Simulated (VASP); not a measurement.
# W (Im-3m) in VASP: notebook

The runs below take W through single point, with RPBE+D4.

Program: VASP 6.6.1. These are calculated values, not measurements. Logs are shortened: lines on timing, memory, paths and dates and some standing lists are left out, and cuts for length are marked.

## 1. The cell of the first run

It takes space group Im-3m (No. 229, cubic). The conventional cell has a = 3.100 Å, b = 3.100 Å, c = 3.100 Å, α = 90.00°, β = 90.00°, γ = 90.00°. W (site symmetry m-3m) has 14 W at 2.68 to 3.10 Å within 3.5 Å.

## 2. Single point, RPBE+D4

File INCAR:

```
PREC = Accurate
ENCUT = 520
EDIFF = 1E-6
ISMEAR = -1
SIGMA = 0.05
LREAL = False
LASPH = True
NELM = 100
ALGO = Fast
ISIF = 2
LWAVE = False
LCHARG = False
GGA = RP
IVDW = 13
NBANDS = 13
```

File KPOINTS:

```
regular mesh
0
Gamma
  12 12 12
```

File POSCAR:

```
W
1.0
   -1.5500431812      1.5500431812      1.5500431812
    1.5500431812     -1.5500431812      1.5500431812
    1.5500431812      1.5500431812     -1.5500431812
W
1
Direct
    0.0000000000      0.0000000000      0.0000000000
```

Potentials or basis: VASP PAW PBE potentials, release 64 (W_sv).

The run is started by

```
$ cat potpaw_PBE.64/W_sv/POTCAR > POTCAR
$ mpirun -np 1 vasp_std > vasp.out
```

OUTCAR:

```text
PREC = Accurate
   ENCUT = 520
   EDIFF = 1E-6
   ISMEAR = -1
   LREAL = False
   LASPH = True
   NELM = 100
   ISIF = 2
   GGA = RP
   IVDW = 13

 ion  position               nearest neighbor table
   1  0.000  0.000  0.000-

  LATTYP: Found a body centered cubic cell.
 ALAT       =     3.1000863624

  Lattice vectors:

 A1 = (  -1.5500431812,   1.5500431812,   1.5500431812)
 A2 = (   1.5500431812,  -1.5500431812,   1.5500431812)
 A3 = (   1.5500431812,   1.5500431812,  -1.5500431812)

Analysis of symmetry for initial positions (statically):
=====================================================================
 Subroutine PRICEL returns:
 Original cell was already a primitive cell.

 Routine SETGRP: Setting up the symmetry group for a
 body centered cubic supercell.

 Subroutine GETGRP returns: Found 48 space group operations
 (whereof 48 operations were pure point group operations)
 out of a pool of 48 trial point group operations.

The static configuration has the point symmetry O_h .

Analysis of symmetry for dynamics (positions and initial velocities):
=====================================================================
 Subroutine PRICEL returns:
 Original cell was already a primitive cell.

 Routine SETGRP: Setting up the symmetry group for a
 body centered cubic supercell.

 Subroutine GETGRP returns: Found 48 space group operations
 (whereof 48 operations were pure point group operations)
 out of a pool of 48 trial point group operations.

The dynamic configuration has the point symmetry O_h .

 Subroutine INISYM returns: Found 48 space group operations
 (whereof 48 operations are pure point group operations),
 and found     1 'primitive' translations

----------------------------------------------------------------------------------------

                                     Primitive cell

  volume of cell :      14.8967

  direct lattice vectors                    reciprocal lattice vectors
    -1.550043181  1.550043181  1.550043181     0.000000000  0.322571659  0.322571659
     1.550043181 -1.550043181  1.550043181     0.322571659  0.000000000  0.322571659
     1.550043181  1.550043181 -1.550043181     0.322571659  0.322571659  0.000000000

  length of vectors
     2.684753544  2.684753544  2.684753544     0.456185215  0.456185215  0.456185215

  position of ions in fractional coordinates (direct lattice)
     0.000000000  0.000000000  0.000000000

  ion indices of the primitive-cell ions
   primitive index   ion index
                 1           1

----------------------------------------------------------------------------------------

 KPOINTS: regular mesh

Automatic generation of k-mesh.
 Grid dimensions read from file:
 generate k-points for:   12   12   12

 Generating k-lattice:

  Cartesian coordinates                     Fractional coordinates (reciprocal lattice)
     0.000000000  0.026880972  0.026880972     0.083333333  0.000000000  0.000000000
     0.026880972  0.000000000  0.026880972     0.000000000  0.083333333  0.000000000
     0.026880972  0.026880972  0.000000000     0.000000000  0.000000000  0.083333333

  Length of vectors
     0.038015435  0.038015435  0.038015435

  Shift w.r.t. Gamma in fractional coordinates (k-lattice)
     0.000000000  0.000000000  0.000000000

 Subroutine IBZKPT returns following result:
 ===========================================

 Found     72 irreducible k-points:

 Following reciprocal coordinates:
            Coordinates               Weight
  0.000000  0.000000  0.000000      1.000000
  0.083333  0.000000  0.000000     12.000000
  0.166667  0.000000  0.000000     12.000000
  0.250000  0.000000  0.000000     12.000000
  0.333333  0.000000  0.000000     12.000000
  0.416667  0.000000  0.000000     12.000000
[... 16 lines left out ...]
  0.333333  0.083333  0.083333     24.000000
  0.416667  0.083333  0.083333     12.000000
 [... further k-points ...]
   k-points           NKPTS =     72   k-points in BZ     NKDIM =     72   number of bands    NBANDS=     13
   number of dos      NEDOS =    301   number of ions     NIONS =      1
   total plane-waves  NPLWV =   8000
   dimension x,y,z NGX =    20 NGY =   20 NGZ =   20
   dimension x,y,z NGXF=    40 NGYF=   40 NGZF=   40
   ions per type =               1
   NGX,Y,Z   is equivalent  to a cutoff of  12.38, 12.38, 12.38 a.u.
   NGXF,Y,Z  is equivalent  to a cutoff of  24.77, 24.77, 24.77 a.u.
 SYSTEM =  unknown system
   PREC   = accura    normal or accurate (medium, high low for compatibility)
   ISTART =      0    job   : 0-new  1-cont  2-samecut
   ICHARG =      2    charge: 1-file 2-atom 10-const
   ISPIN  =      1    spin polarized calculation?
   LNONCOLLINEAR =      F non collinear calculations
   LSORBIT =      F    spin-orbit coupling
   LASPH  =      T    aspherical Exc in radial PAW
   ENCUT  =  520.0 eV  38.22 Ry    6.18 a.u.   4.99  4.99  4.99*2*pi/ulx,y,z
   NELM   =    100;   NELMIN=  2; NELMDL= -5     # of ELM steps
   EDIFF  = 0.1E-05   stopping-criterion for ELM
   LREAL  =      F    real-space projection
   EDIFFG = 0.1E-04   stopping-criterion for IOM
   NSW    =      0    number of steps for IOM
   IBRION =     -1    ionic relax: 0-MD 1-quasi-New 2-CG
   NFREE  =      0    steps in history (QN), initial steepest desc. (CG)
   ISIF   =      2    stress and relaxation
   ISYM   =      2    0-nonsym 1-usesym 2-fastsym
   POTIM  = 0.5000    time-step for ionic-motion
   TEBEG  =    0.0;   TEEND  =   0.0 temperature during run
   PSTRESS=    0.0 pullay stress
   NELECT =      14.0000    total number of electrons
   NUPDOWN=      -1.0000    fix difference up-down
   EMIN   =  10.00;   EMAX   =-10.00  energy-range for DOS
   EFERMI =   0.00;   METHOD = LEGACY
   ISMEAR =    -1;   SIGMA  =   0.05  broadening in eV -4-tet -1-fermi 0-gaus
   EFERMI_NEDOS =   21; number of points for ismear=-14 and -15
   IALGO  =     68    algorithm
   IMIX   =      4    mixing-type and parameters
     AMIX     =   0.40;   BMIX     =  1.00
     AMIX_MAG =   1.60;   BMIX_MAG =  1.00
  volume/ion in A,a.u.               =      14.90       100.53
  Fermi-wavevector in a.u.,A,eV,Ry     =   1.603567  3.030302 34.986380  2.571426
  Thomas-Fermi vector in A             =   2.700209
   LORBIT       =      0    0 simple, 1 ext, 2 COOP (PROOUT), +10 PAW based schemes
   GGA     = RP    functional components
   LHFCALC =     F    Hartree Fock is set to
   AEXX    =    0.0000 exact exchange contribution
   IVDW    =    13    specifies the selected vdW correction
   LEPSILON=     F    determine dielectric tensor
   LRPA    =     F    only Hartree local field effects (RPA)
 non-spin polarized calculation
 RMM-DIIS sequential band-by-band and
  energy-cutoff  :      520.00
  volume of cell :       14.90
 maximum number of plane-waves:       420
   NGX =  9   NGY =  9   NGZ =  9

 number of electron      13.9999999 magnetization

 Free energy of the ion-electron system (eV)
  ---------------------------------------------------
  ext. energy  EPLUGINS =         0.00000000
  ---------------------------------------------------
  free energy    TOTEN  =       -12.26306066 eV

  energy without entropy =      -12.25791187  energy(sigma->0) =      -12.26048627

 E-fermi :  12.4219     XC(G=0): -13.9449

 val. band max:       12.4141170169   @ k =  -0.1667   0.1667   0.1667
 cond. band min:      12.4484732096   @ k =   0.4167   0.0833   0.0000
 fundamental gap:      0.0343561927
 Fermi energy:        12.4219390519

 k-point     1 :       0.0000    0.0000    0.0000
  band No.  band energies     occupation
      1     -61.6720      2.00000
      2     -25.1283      2.00000
      3     -25.1283      2.00000
      4     -25.1283      2.00000
      5       2.4709      2.00000
      6      11.1231      2.00000
      7      11.1231      2.00000
      8      11.1231      2.00000
      9      14.8827      0.00000
     10      14.8827      0.00000
     11      27.0694      0.00000
     12      27.0694      0.00000
     13      27.0694      0.00000

 k-point     2 :       0.0833    0.0000    0.0000
  band No.  band energies     occupation
      1     -61.6603      2.00000
      2     -25.2435      2.00000
      3     -25.1636      2.00000
      4     -25.1290      2.00000
      5       2.8307      2.00000
      6      10.9009      2.00000
      7      11.0636      2.00000
      8      11.4748      2.00000
      9      14.5406      0.00000
     10      14.8834      0.00000
     11      27.3794      0.00000
     12      27.6792      0.00000
     13      27.9744      0.00000

 k-point     3 :       0.1667    0.0000    0.0000
  band No.  band energies     occupation
      1     -61.6283      2.00000
      2     -25.5502      2.00000
      3     -25.2590      2.00000
      4     -25.1311      2.00000
      5       3.8033      2.00000
      6      10.3460      2.00000
      7      10.7816      2.00000
      8      12.5035      0.32754
      9      14.1079      0.00000
     10      14.9257      0.00000
     11      27.9424      0.00000
     12      29.3895      0.00000
     13      29.7996      0.00000
[... 305 lines left out ...]
 k-point    23 :       0.3333    0.0833    0.0833
  band No.  band energies     occupation
      1     -61.5031      2.00000
      2     -26.5327      2.00000
      3     -25.6596      2.00000
      4     -25.2436      2.00000
      5       6.5449      2.00000
      6       8.6513      2.00000
      7      11.4375      2.00000
      8      15.0554      0.00000
      9      15.7929      0.00000
     10      19.6340      0.00000
     11      24.4698      0.00000
     12      25.4030      0.00000
     13      29.9813      0.00000

 k-point    24 :       0.4167    0.0833    0.0833
  band No.  band energies     occupation
      1     -61.4925      2.00000
      2     -26.5994      2.00000
      3     -25.7097      2.00000
      4     -25.2469      2.00000
      5       6.4819      2.00000
      6       8.5463      2.00000
      7      12.3079      1.81459
      8      15.0869      0.00000
      9      15.9274      0.00000
     10      20.5162      0.00000
     11      23.3028      0.00000
     12      24.8907      0.00000
     13      29.4853      0.00000

 [... further k-points ...]

------------------------ aborting loop because EDIFF is reached ----------------------------------------

  DFT-D4 for vdW energy calculation

  Edisp (eV):   -1.29271

  FORCE on cell =-STRESS in cart. coord.  units (eV):
  Direction    XX          YY          ZZ          XY          YZ          ZX
  --------------------------------------------------------------------------------------
  -------------------------------------------------------------------------------------
  Total       1.84359     1.84359     1.84359     0.00000     0.00000    -0.00000
  in kB     198.28212   198.28212   198.28212     0.00000     0.00000    -0.00000
  external pressure =      198.28 kB  Pullay stress =        0.00 kB

 VOLUME and BASIS-vectors are now :
 -----------------------------------------------------------------------------
  energy-cutoff  :      520.00
  volume of cell :       14.90
      direct lattice vectors                 reciprocal lattice vectors
    -1.550043181  1.550043181  1.550043181     0.000000000  0.322571659  0.322571659
     1.550043181 -1.550043181  1.550043181     0.322571659  0.000000000  0.322571659
     1.550043181  1.550043181 -1.550043181     0.322571659  0.322571659  0.000000000

 POSITION                                       TOTAL-FORCE (eV/Angst)
 -----------------------------------------------------------------------------------
      0.00000      0.00000      0.00000         0.000000      0.000000     -0.000000
 -----------------------------------------------------------------------------------
    total drift:                                0.000000     -0.000000      0.000000

  FREE ENERGIE OF THE ION-ELECTRON SYSTEM (eV)
  ---------------------------------------------------
  free  energy   TOTEN  =       -13.5557703788 eV

  energy  without entropy=      -13.5506215845  energy(sigma->0) =      -13.55319598
```

Run time: 9.7 s. Hardware: 1 thread of Intel Xeon 6975P-C, shared host; peak memory 0.14 GiB.

Results:

```yaml
Free_energy: -13.5558 eV
Pressure: 19.8 GPa
Band_gap_on_the_k_mesh: zero (band 7 reaches 18.09 eV, above the bottom of band 8 at 11.12 eV)
Dispersion_energy_per_atom: -1.293 eV
```

Caveat: the PAW data sets were made with another functional, which shifts forces and pressure a little; spin-orbit coupling is left out, which moves the levels of the heavy elements; pairwise dispersion overbinds metals, which lowers pressure and volume.

## 3. Single point, RPBE+D4

This run uses another cell than the first one, of 15.21 Å³/atom, 1.021 times its volume.

File INCAR:

```
SYSTEM = W
PREC     = Accurate       ! precision mode
ENCUT    = 520            ! plane-wave cutoff, eV
EDIFF    = 1E-7           ! SCF threshold, eV
ISMEAR   = -1             ! smearing method
SIGMA    = 0.05           ! smearing width, eV
LREAL    = .FALSE.        ! projectors in reciprocal space
LASPH    = .TRUE.         ! aspherical terms in the spheres
NELM     = 60             ! most SCF steps
ALGO     = Fast           ! electronic algorithm
ISIF     = 2              ! what is computed and relaxed
LWAVE    = .FALSE.        ! write WAVECAR
LCHARG   = .TRUE.         ! write CHGCAR
GGA      = RP             ! functional
IVDW     = 13             ! dispersion correction
LELF     = .TRUE.         ! ELF
LVHAR    = .TRUE.       
NBANDS   = 13             ! bands
```

File KPOINTS:

```
regular mesh
0
G
  12 12 12
  0 0 0
```

File POSCAR:

```
W
1.0
   -1.5609593379      1.5609593379      1.5609593379
    1.5609593379     -1.5609593379      1.5609593379
    1.5609593379      1.5609593379     -1.5609593379
W
1
Direct
    0.0000000000      0.0000000000      0.0000000000
```

Potentials or basis: VASP PAW PBE potentials, release 64 (W_sv).

The run is started by

```
$ cat potpaw_PBE.64/W_sv/POTCAR > POTCAR
$ mpirun -np 1 vasp_std > vasp.out
```

Wall time 11 s (1 thread of Intel Xeon 6975P-C, shared host); peak memory 0.13 GiB.

Results (log left out):

```yaml
Free_energy: -13.5874 eV
Pressure: 12.0 GPa
Band_gap_on_the_k_mesh: zero (band 7 reaches 17.61 eV, above the bottom of band 8 at 10.84 eV)
Dispersion_energy_per_atom: -1.266 eV
```

Levels at points of the mesh, in eV from the Fermi level:
| k point | band 4 | band 5 | band 6 | band 7 | band 8 | band 9 | band 10 | band 11 |
| --- | --- | --- | --- | --- | --- | --- | --- | --- |
| (0.00, 0.00, 0.00) | -37.59 | -9.81 | -1.24 | -1.24 | -1.24 | 2.44 | 2.44 | 14.63 |
| (0.50, 0.00, 0.00) | -37.60 | -6.49 | -3.71 | 0.86 | 2.36 | 3.39 | 6.59 | 11.62 |
| (0.50, 0.50, 0.50) | -38.61 | -6.11 | -6.11 | 5.53 | 5.53 | 5.53 | 8.62 | 8.62 |

Caveat: the PAW data sets were made with another functional, which shifts forces and pressure a little; spin-orbit coupling is left out, which moves the levels of the heavy elements; pairwise dispersion overbinds metals, which lowers pressure and volume.
